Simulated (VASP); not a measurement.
# Rh (P6_3/mmc) in VASP: a series of runs

Rh is run at these levels: revPBE; tasks: single point.

Program: VASP 6.6.1. These are calculated values, not measurements. Logs are shortened: lines on timing, memory, paths and dates and some standing lists are left out, and cuts for length are marked.

### Step 1. The cell of the first run

It takes space group P6_3/mmc (No. 194, hexagonal). Conventional cell: a = 2.738 Å, b = 2.738 Å, c = 4.411 Å, α = 90.00°, β = 90.00°, γ = 120.00°. Within 3.6 Å of Rh (site symmetry -6m2) lie 12 Rh at 2.71 to 2.74 Å.

### Step 2. Single point, revPBE

Contents of INCAR:

```
SYSTEM = Rh
  ALGO = Normal
  EDIFF = 1E-7
  ENCUT = 520
  GGA = RE
  ISIF = 2
  ISMEAR = -1
  LASPH = .True.
  LCHARG = .False.
  LREAL = .False.
  LWAVE = .False.
  NBANDS = 22
  NELM = 60
  PREC = Accurate
  SIGMA = 0.1
```

Contents of KPOINTS:

```
k-points
0
Gamma
  13 13 7
  0 0 0
```

Contents of POSCAR:

```
Rh
1.0
    2.7378472327      0.0000000000      0.0000000000
   -1.3689236163      2.3710452552      0.0000000000
    0.0000000000      0.0000000000      4.4109024808
Rh
2
Direct
    0.3333333333      0.6666666667      0.2500000000
    0.6666666667      0.3333333333      0.7500000000
```

Potentials or basis: VASP PAW PBE potentials, release 64 (Rh_pv).

Command:

```bash
cat potpaw_PBE.64/Rh_pv/POTCAR > POTCAR
mpirun -np 1 vasp_std > vasp.out
```

OUTCAR:

```text
SYSTEM = Rh
   EDIFF = 1E-7
   ENCUT = 520
   GGA = RE
   ISIF = 2
   ISMEAR = -1
   LASPH = .True.
   LREAL = .False.
   NELM = 60
   PREC = Accurate

 ion  position               nearest neighbor table
   1  0.333  0.667  0.250-   2 2.71   2 2.71   2 2.71   2 2.71   2 2.71   2 2.71
   2  0.667  0.333  0.750-   1 2.71   1 2.71   1 2.71   1 2.71   1 2.71   1 2.71

  LATTYP: Found a hexagonal cell.
 ALAT       =     2.7378472327
 C/A-ratio  =     1.6110842227

  Lattice vectors:

 A1 = (   2.7378472327,   0.0000000000,   0.0000000000)
 A2 = (  -1.3689236163,   2.3710452552,   0.0000000000)
 A3 = (   0.0000000000,   0.0000000000,   4.4109024808)

Analysis of symmetry for initial positions (statically):
=====================================================================
 Subroutine PRICEL returns:
 Original cell was already a primitive cell.

 Routine SETGRP: Setting up the symmetry group for a
 hexagonal supercell.

 Subroutine GETGRP returns: Found 24 space group operations
 (whereof 12 operations were pure point group operations)
 out of a pool of 24 trial point group operations.

The static configuration has the point symmetry D_3d.
 The point group associated with its full space group is D_6h.

Analysis of symmetry for dynamics (positions and initial velocities):
=====================================================================
 Subroutine PRICEL returns:
 Original cell was already a primitive cell.

 Routine SETGRP: Setting up the symmetry group for a
 hexagonal supercell.

 Subroutine GETGRP returns: Found 24 space group operations
 (whereof 12 operations were pure point group operations)
 out of a pool of 24 trial point group operations.

The dynamic configuration has the point symmetry D_3d.
 The point group associated with its full space group is D_6h.

 Subroutine INISYM returns: Found 24 space group operations
 (whereof 12 operations are pure point group operations),
 and found     1 'primitive' translations

----------------------------------------------------------------------------------------

                                     Primitive cell

  volume of cell :      28.6336

  direct lattice vectors                    reciprocal lattice vectors
     2.737847233  0.000000000  0.000000000     0.365250474  0.210877460  0.000000000
    -1.368923616  2.371045255  0.000000000     0.000000000  0.421754919  0.000000000
     0.000000000  0.000000000  4.410902481     0.000000000  0.000000000  0.226710975

  length of vectors
     2.737847233  2.737847233  4.410902481     0.421754919  0.421754919  0.226710975

  position of ions in fractional coordinates (direct lattice)
     0.333333333  0.666666667  0.250000000
     0.666666667  0.333333333  0.750000000

  ion indices of the primitive-cell ions
   primitive index   ion index
                 1           1
                 2           2

----------------------------------------------------------------------------------------

 KPOINTS: k-points

Automatic generation of k-mesh.
 Grid dimensions read from file:
 generate k-points for:   13   13    7

 Generating k-lattice:

  Cartesian coordinates                     Fractional coordinates (reciprocal lattice)
     0.028096190  0.016221343  0.000000000     0.076923077  0.000000000  0.000000000
     0.000000000  0.032442686  0.000000000     0.000000000  0.076923077  0.000000000
     0.000000000  0.000000000  0.032387282     0.000000000  0.000000000  0.142857143

  Length of vectors
     0.032442686  0.032442686  0.032387282

  Shift w.r.t. Gamma in fractional coordinates (k-lattice)
     0.000000000  0.000000000  0.000000000

 Subroutine IBZKPT returns following result:
 ===========================================

 Found     84 irreducible k-points:

 Following reciprocal coordinates:
            Coordinates               Weight
  0.000000  0.000000  0.000000      1.000000
  0.076923  0.000000  0.000000      6.000000
  0.153846  0.000000  0.000000      6.000000
  0.230769 -0.000000  0.000000      6.000000
  0.307692  0.000000  0.000000      6.000000
  0.384615  0.000000  0.000000      6.000000
[... 16 lines left out ...]
  0.076923  0.000000  0.142857     12.000000
  0.153846  0.000000  0.142857     12.000000
 [... further k-points ...]
   k-points           NKPTS =     84   k-points in BZ     NKDIM =     84   number of bands    NBANDS=     22
   number of dos      NEDOS =    301   number of ions     NIONS =      2
   total plane-waves  NPLWV =  14400
   dimension x,y,z NGX =    20 NGY =   20 NGZ =   36
   dimension x,y,z NGXF=    40 NGYF=   40 NGZF=   72
   ions per type =               2
   NGX,Y,Z   is equivalent  to a cutoff of  12.14, 12.14, 13.57 a.u.
   NGXF,Y,Z  is equivalent  to a cutoff of  24.29, 24.29, 27.14 a.u.
 SYSTEM =  Rh
   PREC   = accura    normal or accurate (medium, high low for compatibility)
   ISTART =      0    job   : 0-new  1-cont  2-samecut
   ICHARG =      2    charge: 1-file 2-atom 10-const
   ISPIN  =      1    spin polarized calculation?
   LNONCOLLINEAR =      F non collinear calculations
   LSORBIT =      F    spin-orbit coupling
   LASPH  =      T    aspherical Exc in radial PAW
   ENCUT  =  520.0 eV  38.22 Ry    6.18 a.u.   5.09  5.09  8.20*2*pi/ulx,y,z
   NELM   =     60;   NELMIN=  2; NELMDL= -5     # of ELM steps
   EDIFF  = 0.1E-06   stopping-criterion for ELM
   LREAL  =      F    real-space projection
   EDIFFG = 0.1E-05   stopping-criterion for IOM
   NSW    =      0    number of steps for IOM
   IBRION =     -1    ionic relax: 0-MD 1-quasi-New 2-CG
   NFREE  =      0    steps in history (QN), initial steepest desc. (CG)
   ISIF   =      2    stress and relaxation
   ISYM   =      2    0-nonsym 1-usesym 2-fastsym
   POTIM  = 0.5000    time-step for ionic-motion
   TEBEG  =    0.0;   TEEND  =   0.0 temperature during run
   PSTRESS=    0.0 pullay stress
   NELECT =      30.0000    total number of electrons
   NUPDOWN=      -1.0000    fix difference up-down
   EMIN   =  10.00;   EMAX   =-10.00  energy-range for DOS
   EFERMI =   0.00;   METHOD = LEGACY
   ISMEAR =    -1;   SIGMA  =   0.10  broadening in eV -4-tet -1-fermi 0-gaus
   EFERMI_NEDOS =   21; number of points for ismear=-14 and -15
   IALGO  =     38    algorithm
   IMIX   =      4    mixing-type and parameters
     AMIX     =   0.40;   BMIX     =  1.00
     AMIX_MAG =   1.60;   BMIX_MAG =  1.00
  volume/ion in A,a.u.               =      14.32        96.61
  Fermi-wavevector in a.u.,A,eV,Ry     =   1.662735  3.142114 37.615866  2.764688
  Thomas-Fermi vector in A             =   2.749574
   LORBIT       =      0    0 simple, 1 ext, 2 COOP (PROOUT), +10 PAW based schemes
   GGA     = RE    functional components
   LHFCALC =     F    Hartree Fock is set to
   AEXX    =    0.0000 exact exchange contribution
   IVDW    =     0    specifies the selected vdW correction
   LEPSILON=     F    determine dielectric tensor
   LRPA    =     F    only Hartree local field effects (RPA)
 non-spin polarized calculation
  energy-cutoff  :      520.00
  volume of cell :       28.63
 maximum number of plane-waves:       782
   NGX = 11   NGY = 11   NGZ = 17

 number of electron      30.0000010 magnetization

 Free energy of the ion-electron system (eV)
  ---------------------------------------------------
  ext. energy  EPLUGINS =         0.00000000
  ---------------------------------------------------
  free energy    TOTEN  =       -13.48540036 eV

  energy without entropy =      -13.36512511  energy(sigma->0) =      -13.42526274

 E-fermi :  11.3320     XC(G=0): -13.6973

 val. band max:       11.3302223168   @ k =   0.3846   0.1538   0.0000
 cond. band min:      11.3330727082   @ k =   0.3846   0.0000   0.2857
 fundamental gap:      0.0028503914
 Fermi energy:        11.3319661963

 k-point     1 :       0.0000    0.0000    0.0000
  band No.  band energies     occupation
      1     -35.7162      2.00000
      2     -35.1383      2.00000
      3     -35.1383      2.00000
      4     -35.0592      2.00000
      5     -35.0425      2.00000
      6     -35.0425      2.00000
[... 14 lines left out ...]
     21      29.4728      0.00000
     22      29.9874      0.00000

 k-point     2 :       0.0769    0.0000    0.0000
  band No.  band energies     occupation
      1     -35.7043      2.00000
      2     -35.1649      2.00000
      3     -35.1471      2.00000
      4     -35.0701      2.00000
      5     -35.0643      2.00000
      6     -35.0467      2.00000
[... 14 lines left out ...]
     21      29.6913      0.00000
     22      30.0749      0.00000

 k-point     3 :       0.1538    0.0000    0.0000
  band No.  band energies     occupation
      1     -35.6699      2.00000
      2     -35.2385      2.00000
      3     -35.1707      2.00000
      4     -35.1457      2.00000
      5     -35.0798      2.00000
      6     -35.0589      2.00000
[... 14 lines left out ...]
     21      29.7030      0.00000
     22      30.1159      0.00000

 k-point     4 :       0.2308   -0.0000    0.0000
  band No.  band energies     occupation
      1     -35.6174      2.00000
      2     -35.3425      2.00000
      3     -35.2501      2.00000
      4     -35.2030      2.00000
      5     -35.1057      2.00000
      6     -35.0768      2.00000
[... 14 lines left out ...]
     21      28.3838      0.00000
     22      28.9467      0.00000

 k-point     5 :       0.3077    0.0000    0.0000
  band No.  band energies     occupation
      1     -35.5536      2.00000
      2     -35.4532      2.00000
      3     -35.3580      2.00000
      4     -35.2364      2.00000
      5     -35.1411      2.00000
      6     -35.0967      2.00000
[... 14 lines left out ...]
     21      26.5824      0.00000
     22      27.5200      0.00000

 k-point     6 :       0.3846    0.0000    0.0000
  band No.  band energies     occupation
      1     -35.5451      2.00000
      2     -35.4890      2.00000
      3     -35.4455      2.00000
      4     -35.2634      2.00000
      5     -35.1821      2.00000
      6     -35.1135      2.00000
[... 14 lines left out ...]
     21      25.1350      0.00000
     22      26.3560      0.00000

 k-point     7 :       0.4615    0.0000    0.0000
  band No.  band energies     occupation
      1     -35.5969      2.00000
      2     -35.4942      2.00000
      3     -35.4421      2.00000
      4     -35.2785      2.00000
      5     -35.2157      2.00000
      6     -35.1232      2.00000
[... 324 lines left out ...]
      6     -35.2566      2.00000
[... 14 lines left out ...]
     21      23.8254      0.00000
     22      25.6529      0.00000

 k-point    21 :       0.3077    0.3077    0.0000
  band No.  band energies     occupation
      1     -35.5166      2.00000
      2     -35.4332      2.00000
      3     -35.3970      2.00000
      4     -35.3526      2.00000
      5     -35.2993      2.00000
      6     -35.2897      2.00000
[... 14 lines left out ...]
     21      24.4934      0.00000
     22      26.3133      0.00000

 k-point    22 :       0.0000    0.0000    0.1429
  band No.  band energies     occupation
      1     -35.6847      2.00000
      2     -35.1336      2.00000
      3     -35.1336      2.00000
      4     -35.0928      2.00000
      5     -35.0473      2.00000
      6     -35.0473      2.00000
[... 14 lines left out ...]
     21      29.4829      0.00000
     22      30.0165      0.00000

 k-point    23 :       0.0769    0.0000    0.1429
  band No.  band energies     occupation
      1     -35.6743      2.00000
      2     -35.1595      2.00000
      3     -35.1421      2.00000
      4     -35.1086      2.00000
      5     -35.0632      2.00000
      6     -35.0517      2.00000
[... 14 lines left out ...]
     21      29.6110      0.00000
     22      30.1632      0.00000

 k-point    24 :       0.1538    0.0000    0.1429
  band No.  band energies     occupation
      1     -35.6448      2.00000
      2     -35.2310      2.00000
      3     -35.1726      2.00000
      4     -35.1652      2.00000
      5     -35.0869      2.00000
      6     -35.0645      2.00000
[... 14 lines left out ...]
     21      29.2765      0.00000
     22      29.8591      0.00000

 [... further k-points ...]
[... 5 lines left out ...]
  --------------------------------------------------------------------------------------
  -------------------------------------------------------------------------------------
  Total        0.0197106      0.0197106      0.0212361      0.0000000      0.0000000     -0.0000000
  in kB        1.1028938      1.1028938      1.1882551      0.0000000      0.0000000     -0.0000000
  external PRESSURE =       1.1313476 kB  Pullay stress =       0.0000000 kB

 VOLUME and BASIS-vectors are now :
 -----------------------------------------------------------------------------
  energy-cutoff  :      520.00
  volume of cell :       28.63
      direct lattice vectors                 reciprocal lattice vectors
     2.737847233  0.000000000  0.000000000     0.365250474  0.210877460  0.000000000
    -1.368923616  2.371045255  0.000000000     0.000000000  0.421754919  0.000000000
     0.000000000  0.000000000  4.410902481     0.000000000  0.000000000  0.226710975

 POSITION                                       TOTAL-FORCE (eV/Angst)
 -----------------------------------------------------------------------------------
     -0.00000      1.58070      1.10273        -0.000000     -0.000000      0.000000
      1.36892      0.79035      3.30818         0.000000      0.000000      0.000000
 -----------------------------------------------------------------------------------
    total drift:                               -0.000000      0.000000     -0.000000

  FREE ENERGIE OF THE ION-ELECTRON SYSTEM (eV)
  ---------------------------------------------------
  free  energy   TOTEN  =       -13.4854003636 eV

  energy  without entropy=      -13.3651251114  energy(sigma->0) =      -13.42526274
```

It took 17 s on 1 thread of Intel Xeon 6975P-C (Granite Rapids), shared host; peak memory 0.16 GiB.

Results:

```yaml
Free_energy: -13.4854 eV
Pressure: 0.1 GPa
Band_gap_on_the_k_mesh: zero (band 15 reaches 11.92 eV, above the bottom of band 16 at 9.74 eV)
```

Caveat: the PAW data sets were made with another functional, which shifts forces and pressure a little.

### Step 3. Single point, revPBE (volume scaled by 0.88)

Contents of INCAR:

```
PREC = Accurate ; ENCUT = 520
EDIFF = 1E-6 ; ISMEAR = -1
SIGMA = 0.1 ; LREAL = F
LASPH = T ; NELM = 100
ALGO = Normal ; ISIF = 2
LWAVE = F ; LCHARG = F
GGA = RE ; NBANDS = 22
```

Contents of KPOINTS:

```
Automatic mesh
0
Gamma
  15 15 8
```

Contents of POSCAR:

```
Rh
1.0
    2.6236351193      0.0000000000      0.0000000000
   -1.3118175596      2.2721346636      0.0000000000
    0.0000000000      0.0000000000      4.2268971468
Rh
2
Direct
    0.3333333333      0.6666666667      0.2500000000
    0.6666666667      0.3333333333      0.7500000000
```

Potentials or basis: VASP PAW PBE potentials, release 64 (Rh_pv).

Command:

```bash
cat potpaw_PBE.64/Rh_pv/POTCAR > POTCAR
mpirun -np 1 vasp_std > vasp.out
```

It took 20 s on 1 thread of Intel Xeon 6975P-C (Granite Rapids), shared host; peak memory 0.17 GiB.

The run converged. Its results:

* Free energy: -13.0821 eV
* Pressure: 42.5 GPa
* Band gap on the k mesh: zero (band 15 reaches 14.50 eV, above the bottom of band 16 at 11.81 eV)

Stress tensor (GPa, compression positive):
```
42.16  0.00  0.00
 0.00 42.16  0.00
 0.00  0.00 43.22
```

Levels at points of the mesh, in eV from the Fermi level:
```
           k point  band 13  band 14  band 15  band 16  band 17  band 18
(0.00, 0.00, 0.00)    -2.87    -2.22    -2.22     0.15     0.15     0.70
(0.00, 0.00, 0.50)    -3.60    -3.60    -0.49    -0.49    -0.49    -0.49
```

Caveat: the PAW data sets were made with another functional, which shifts forces and pressure a little.
